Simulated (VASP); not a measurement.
Here is a VASP 6.6.1 calculation.

File INCAR:

```
ALGO = Normal
EDIFF = 1E-6
ENCUT = 600
GGA = PS
GGA_COMPAT = F
ISIF = 2
ISMEAR = 0
ISPIN = 2
LASPH = T
LCHARG = F
LMAXMIX = 4
LORBIT = 11
LREAL = F
LWAVE = F
MAGMOM = 1
NBANDS = 15
NELM = 200
PREC = Accurate
SIGMA = 0.1
```

KPOINTS

```
k-points
0
Gamma
  10 10 10
```

POSCAR

```
Ni
1.0
   -1.3837200000      1.3837200000      1.3837200000
    1.3837200000     -1.3837200000      1.3837200000
    1.3837200000      1.3837200000     -1.3837200000
Ni
1
Direct
    0.0000000000      0.0000000000      0.0000000000
```

Potentials or basis: VASP PAW PBE potentials, release 64 (Ni).

Launch:

```console
$ cat potpaw_PBE.64/Ni/POTCAR > POTCAR
$ mpirun -np 1 vasp_std > vasp.out
```

(1) What does it give for the net moment?

(2) Estimate the site moments.

(3) Estimate the pressure.

Results:

(1) 0.39 μB per cell.

(2) Ni +0.40 μB.

(3) -3.5 GPa.

Caveat: the PAW data sets were made with another functional, which shifts forces and pressure a little.
